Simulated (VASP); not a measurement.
Input of a VASP 6.6.1 run:

File INCAR:

```
  PREC = Accurate
  ENCUT = 520
  EDIFF = 1E-6
  ISMEAR = 0
  SIGMA = 0.05
  LREAL = False
  LASPH = True
  NELM = 60
  ALGO = Normal
  ISIF = 2
  LWAVE = False
  LCHARG = False
  GGA = PE
  NBANDS = 16
```

Contents of KPOINTS:

```
regular mesh
0
Gamma
  8 8 8
```

POSCAR

```
GaP
1.0
    0.0000000000      2.7252500000      2.7252500000
    2.9977750000      0.0000000000      2.7252500000
    2.9977750000      2.7252500000      0.0000000000
Ga P
1 1
Direct
    0.0000000000      0.0000000000      0.0000000000
    0.7500000000      0.7500000000      0.7500000000
```

Potentials or basis: VASP PAW PBE potentials, release 64 (Ga_d, P).

Command:

```bash
$ cat potpaw_PBE.64/Ga_d/POTCAR potpaw_PBE.64/P/POTCAR > POTCAR
$ mpirun -np 1 vasp_std > vasp.out
```

Question: Estimate the band gap on the k mesh.

Answer: 0.78 eV, direct.

Question: What does it give for the pressure?

Answer: -4.4 GPa.

Stress tensor (GPa, compression positive):
```
-9.60  0.00  0.00
 0.00 -1.81  0.00
 0.00  0.00 -1.81
```

Caveat: the cell differs from its parent crystal (strain +0.1000 x Voigt [1, 0, 0, 0, 0, 0]). A k mesh can miss the band edges.
